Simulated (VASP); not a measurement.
Input of a VASP 6.6.1 run:

INCAR

```
SYSTEM = Ti3Si
ALGO     = Fast           ! electronic algorithm
EDIFF    = 1E-6           ! SCF threshold, eV
ENCUT    = 520            ! plane-wave cutoff, eV
GGA      = PS             ! functional
ISIF     = 2              ! what is computed and relaxed
ISMEAR   = 0              ! smearing method
LASPH    = .True.         ! aspherical terms in the spheres
LCHARG   = .False.        ! write CHGCAR
LREAL    = .False.        ! projectors in reciprocal space
LWAVE    = .False.        ! write WAVECAR
NBANDS   = 50             ! bands
NELM     = 100            ! most SCF steps
PREC     = Accurate       ! precision mode
SIGMA    = 0.15           ! smearing width, eV
```

Contents of KPOINTS:

```
k-points
0
Gamma
  12 12 10
  0 0 0
```

POSCAR

```
Ti3Si
1.0
    5.5838061708      0.0000000000      0.0000000000
   -2.7919030854      4.8357179938      0.0000000000
    0.0000000000      0.0000000000      4.3613843448
Ti Si
6 2
Direct
    0.3431759318      0.1715879659      0.7500000000
    0.8284120341      0.1715879659      0.7500000000
    0.8284120341      0.6568240682      0.7500000000
    0.6568240682      0.8284120341      0.2500000000
    0.1715879659      0.8284120341      0.2500000000
    0.1715879659      0.3431759318      0.2500000000
    0.3333333333      0.6666666667      0.7500000000
    0.6666666667      0.3333333333      0.2500000000
```

Potentials or basis: VASP PAW PBE potentials, release 64 (Ti_sv, Si).

Run with:

```console
$ cat potpaw_PBE.64/Ti_sv/POTCAR potpaw_PBE.64/Si/POTCAR > POTCAR
$ mpirun -np 1 vasp_std > vasp.out
```

Problem. Estimate the band gap on the k mesh.

Solution. Zero (bands 40 and 41 overlap by 0.38 eV).

Problem. What does it give for the largest force?

Solution. 0.015 eV/Å.

Stress tensor (GPa, compression positive):
```
2.19 0.00 0.00
0.00 2.19 0.00
0.00 0.00 7.01
```

Caveat: the cell differs from its parent crystal (strain -0.0250 x Voigt [0, 0, 1, 0, 0, 0]); the cell stands under pressure; the PAW data sets were made with another functional, which shifts forces and pressure a little.
